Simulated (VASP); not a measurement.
Set up this calculation in VASP 6.6.1, as the native input.

| Property | Result |
| --- | --- |
| Task | single point |
| Functional | PBE |
| Dispersion | D3(BJ) |
| Potentials or basis | VASP PAW PBE potentials, release 64 (Zn) |
| Cutoff | 520 eV |
| k mesh | 2 × 2 × 2 |
| Occupations | fermi-dirac, width 0.1 eV |
| Spin | no spin polarisation |
| Dipole correction | no |
| Further INCAR settings | ALGO = Normal; EDIFF = 1e-06; NBANDS = 90 |

The structure of Zn (a cell with a defect) lies in POSCAR:

```
Zn
1.0
    5.3200000000      0.0000000000      0.0000000000
   -3.9900000000      6.9108830000      0.0000000000
    0.0000000000      0.0000000000      4.9369600000
Zn
13
Direct
    0.3201382424     -0.0857054012      0.0737498380
    0.0353578183      0.2018555371      0.5327772556
    0.1430790243      0.1848823081      0.0623460591
    0.1231335548      0.6831254414      0.5489207934
   -0.1333407480      0.6150444162      0.1487960202
    0.0587353232      0.9233262956      0.4600401867
    0.7880375321     -0.1465514609      0.0149687257
    0.6361683329      0.2241392308      0.3870397978
    0.5761164379      0.4732680325     -0.2595524371
    0.4085615596      0.5307136584      0.3330592105
    0.2030605833      0.5490181211     -0.1238819030
    0.6154065626      0.9489380735      0.5607094244
    0.7218359130      0.2337762049      0.9190676044
```

These files were run (other wordings do the same):

INCAR

```
SYSTEM = Zn
ALGO = Normal
EDIFF = 1E-6
ENCUT = 520
GGA = PE
ISIF = 2
ISMEAR = -1
IVDW = 12
LASPH = .TRUE.
LCHARG = .TRUE.
LELF = .TRUE.
LREAL = .FALSE.
LVHAR = .TRUE.
LWAVE = .FALSE.
NBANDS = 90
NELM = 80
PREC = Accurate
SIGMA = 0.1
```

KPOINTS

```
k-points
0
G
  2 2 2
  0 0 0
```

Potentials or basis: VASP PAW PBE potentials, release 64 (Zn).

Run with:

```sh
$ cat potpaw_PBE.64/Zn/POTCAR > POTCAR
$ mpirun -np 1 vasp_std > vasp.out
```

It gave:

The pressure is 16.8 GPa. The largest force is 4.185 eV/Å. The band gap on the k mesh is zero (band 78 reaches 6.16 eV, above the bottom of band 79 at 2.85 eV). The dispersion energy per atom is -0.440 eV.

Caveat: the k points lie up to 0.68 Å⁻¹ apart.

Wall time 4.5 min on 1 thread of AMD EPYC 7571 (shared host), peak memory 0.3 GiB.
